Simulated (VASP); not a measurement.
Wanted: the native input for a VASP 6.6.1 run.

```
Task                   : single point
Functional             : PBE
Potentials or basis    : VASP PAW PBE potentials, release 64 (Ti_sv, Al, H)
Cutoff                 : 520 eV
k mesh                 : 4 × 4 × 4, shifted
Occupations            : gaussian, width 0.1 eV
Spin                   : no spin polarisation
Dipole correction      : no
Further INCAR settings : LREAL = Auto; ALGO = Normal; EDIFF = 1e-07; NBANDS = 56
```

The structure of Ti4Al12H (a cell with a defect) lies in POSCAR:

```
Ti4Al12H
1.0
   -3.9797267063      3.9797267063      3.9797267063
    3.9797267063     -3.9797267063      3.9797267063
    3.9797267063      3.9797267063     -3.9797267063
Ti Al H
4 12 1
Direct
    0.4881024863      0.4902214760     -0.0000090458
    0.0097904964      0.0119103656     -0.0000089202
    0.0001348083      0.4998927431      0.4999958909
    0.5001245429     -0.0001177217      0.4999955140
    0.2499842510      0.2500417927      0.4999830759
    0.7499924543      0.7500498703      0.5000010420
    0.7488809458      0.2508248866     -0.0000037691
    0.2492054287      0.7511685401     -0.0000037691
    0.2515798380      0.5134299792      0.2649779942
    0.7487502836     -0.0037742541      0.2449311402
    0.7489363517      0.5041800978      0.7530698013
    0.2505081564     -0.0086047366      0.7418691578
    0.5086360570      0.2495281896      0.2581299109
   -0.0041378469      0.7511006963      0.2469162012
   -0.0134203939      0.2484550003      0.7350028572
    0.5038148717      0.7512857592      0.7550557417
    0.2301165551      0.2698356142     -0.0000648286
```

The input as run:

INCAR

```
SYSTEM = Ti4Al12H
  PREC = Accurate
  ENCUT = 520
  EDIFF = 1E-7
  ISMEAR = 0
  SIGMA = 0.1
  LREAL = Auto
  LASPH = .True.
  NELM = 100
  ALGO = Normal
  ISIF = 2
  LWAVE = .False.
  LCHARG = .True.
  GGA = PE
  LELF = .True.
  LVHAR = .True.
  NBANDS = 56
```

KPOINTS

```
Automatic mesh
0
Gamma
  4 4 4
  0.5 0.5 0.5
```

Potentials or basis: VASP PAW PBE potentials, release 64 (Ti_sv, Al, H).

The run is started by

```console
$ cat potpaw_PBE.64/Ti_sv/POTCAR potpaw_PBE.64/Al/POTCAR potpaw_PBE.64/H/POTCAR > POTCAR
$ mpirun -np 1 vasp_std > vasp.out
```

Results of the run:

| Quantity | Value |
| --- | --- |
| Pressure | 1.4 GPa |
| Largest force | 0.039 eV/Å |
| Band gap on the k mesh | zero (an odd number of electrons rules out a gap without spin polarisation) |

Run time: 16 min on 1 thread of Intel(R) Xeon(R) Platinum 8559C (Emerald Rapids), with other jobs on the host, peak memory 0.54 GiB.
